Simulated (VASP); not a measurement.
Write the native input for VASP 6.6.1 that does the following.

```
Task                   : single point
Functional             : PBE
Potentials or basis    : VASP PAW PBE potentials, release 64 (Ga_d, N)
Cutoff                 : 520 eV
k mesh                 : 14 × 14 × 14
Occupations            : gaussian, width 0.02 eV
Spin                   : no spin polarisation
Dipole correction      : no
Further INCAR settings : ALGO = Normal; EDIFF = 1e-06; NBANDS = 16
```

The structure of GaN lies in POSCAR:

```
GaN
1.0
    0.0000000000      2.1340231845      2.1340231845
    2.1340231845      0.0000000000      2.1340231845
    2.1340231845      2.1340231845      0.0000000000
Ga N
1 1
Direct
    0.5000000000      0.5000000000      0.5000000000
    0.0000000000      0.0000000000      0.0000000000
```

These files were run (other wordings do the same):

INCAR

```
PREC = Accurate
ENCUT = 520
EDIFF = 1E-6
ISMEAR = 0
SIGMA = 0.02
LREAL = False
LASPH = True
NELM = 60
ALGO = Normal
ISIF = 2
LWAVE = False
LCHARG = False
GGA = PE
NBANDS = 16
```

KPOINTS

```
Automatic mesh
0
Gamma
  14 14 14
```

Potentials or basis: VASP PAW PBE potentials, release 64 (Ga_d, N).

The run is started by

```bash
$ cat potpaw_PBE.64/Ga_d/POTCAR potpaw_PBE.64/N/POTCAR > POTCAR
$ mpirun -np 1 vasp_std > vasp.out
```

Results of the run:

| Item | Value |
| --- | --- |
| Pressure | 0.8 GPa |
| Band gap on the k mesh | 0.41 eV (least direct gap 2.39 eV) |

It took 24 s on 1 thread of Intel Xeon 8259CL (shared host), peak memory 0.16 GiB.
